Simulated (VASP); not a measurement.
A run of VASP 6.6.1 is set up as follows.

File INCAR:

```
SYSTEM = HgSe
ALGO = Normal
EDIFF = 1E-6
ENCUT = 500
GGA = PS
GGA_COMPAT = .False.
ISIF = 2
ISMEAR = -1
LASPH = .True.
LCHARG = .True.
LELF = .True.
LREAL = .False.
LVHAR = .True.
LWAVE = .False.
NBANDS = 16
NELM = 120
PREC = Accurate
SIGMA = 0.01
```

KPOINTS

```
k-points
0
Gamma
  8 8 8
  0 0 0
```

Contents of POSCAR:

```
HgSe
1.0
    0.0000000000      3.0156235471      3.0156235471
    3.0156235471      0.0000000000      3.0156235471
    3.0156235471      3.0156235471      0.0000000000
Hg Se
1 1
Direct
    0.0000000000      0.0000000000      0.0000000000
    0.7500000000      0.7500000000      0.7500000000
```

Potentials or basis: VASP PAW PBE potentials, release 64 (Hg, Se).

Run with:

```bash
$ cat potpaw_PBE.64/Hg/POTCAR potpaw_PBE.64/Se/POTCAR > POTCAR
$ mpirun -np 1 vasp_std > vasp.out
```

(1) Estimate the band gap on the k mesh.

(2) Predict the pressure.

Results:

(1) zero (filled and empty bands touch).

(2) 3.3 GPa.

Caveat: the PAW data sets were made with another functional, which shifts forces and pressure a little; spin-orbit coupling is left out, which moves the levels of the heavy elements.
